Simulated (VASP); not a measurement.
A run of VASP 6.6.1 is set up as follows.

The input INCAR:

```
SYSTEM = ZnRh3
PREC = Accurate ; ENCUT = 620
EDIFF = 1E-6 ; ISMEAR = -1
SIGMA = 0.1 ; LREAL = .False.
LASPH = .True. ; NELM = 120
ALGO = Normal ; ISIF = 2
LWAVE = .False. ; LCHARG = .False.
NBANDS = 40 ; GGA_COMPAT = .False.
```

File KPOINTS:

```
Automatic mesh
0
Gamma
  4 4 4
  0 0 0
```

POSCAR

```
ZnRh3
1.0
   -1.8981420000      1.8981420000      3.7881810000
    1.8981420000     -1.8981420000      3.7881810000
    1.8981420000      1.8981420000     -3.7881810000
Zn Rh
1 3
Direct
    0.0000000000      0.0000000000      0.0000000000
    0.7500000000      0.2500000000      0.5000000000
    0.2500000000      0.7500000000      0.5000000000
    0.5000000000      0.5000000000      0.0000000000
```

Potentials or basis: VASP PAW LDA potentials, release 64 (Zn, Rh_sv_GW).

Command:

```bash
$ cat potpaw_LDA.64/Zn/POTCAR potpaw_LDA.64/Rh_sv_GW/POTCAR > POTCAR
$ mpirun -np 1 vasp_std > vasp.out
```

(1) Estimate the pressure.

(2) What does it give for the band gap on the k mesh?

## Answers

(1) -9.0 GPa.

(2) zero (an odd number of electrons rules out a gap without spin polarisation).

Caveat: the k points lie up to 0.46 Å⁻¹ apart, too coarse for converged energies and pressures of a metal.
